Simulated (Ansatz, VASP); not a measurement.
# Ni: VASP beside Ansatz

```xyz
2
Lattice="2.4480 0.0000 0.0000 -1.2240 2.1201 0.0000 0.0000 0.0000 4.0728" Properties=species:S:1:pos:R:3 pbc="T T T"
Ni    1.2240    0.7067    3.0546
Ni    0.0000    1.4134    1.0182
```

Alike in both runs: task relaxation of cell and atoms; functional PBEsol; dispersion D3(BJ); k mesh 12 × 12 × 7; occupations fermi-dirac, width 0.05 eV; collinear spin.

|  | VASP | Ansatz |
| --- | --- | --- |
| version | VASP 6.6.1 | Ansatz 0.2.0 |
| potentials or method | VASP PAW PBE potentials, release 64 (Ni) | Ansatz PAW |
| plane-wave cutoff (eV) | 600 | 420 |
| valence electrons in the cell | 20 | 36 |

VASP gave:

```
gap on the k mesh at the Fermi level, each at its own relaxed structure (eV) : none
net moment per atom (μB)                                                     : 0.62
size of the moment on the site where the two differ most (μB)                : 0.62
relaxed volume (Å³/atom)                                                     : 10.10
relaxed cell length with the largest relative difference (Å)                 : 2.424
```

Which values does Ansatz return?

gap on the k mesh at the Fermi level, each at its own relaxed structure (eV): none; net moment per atom (μB): 0.64; size of the moment on the site where the two differ most (μB): 0.67; relaxed volume (Å³/atom): 10.12; relaxed cell length with the largest relative difference (Å): 2.426.

VASP's potentials were made for PBE, not for PBEsol. Site moments also hang on the region over which each program counts them. A gap of «none» marks a metal or a gap that the smearing closes. VASP's potentials hold 20 valence electrons a cell and Ansatz's 36, so a difference there can come from the potentials and not from the codes.

Noted on Ansatz's run: the plane-wave basis is chosen anew once the cell has moved, so the energies of steps on either side of that aren't comparable.
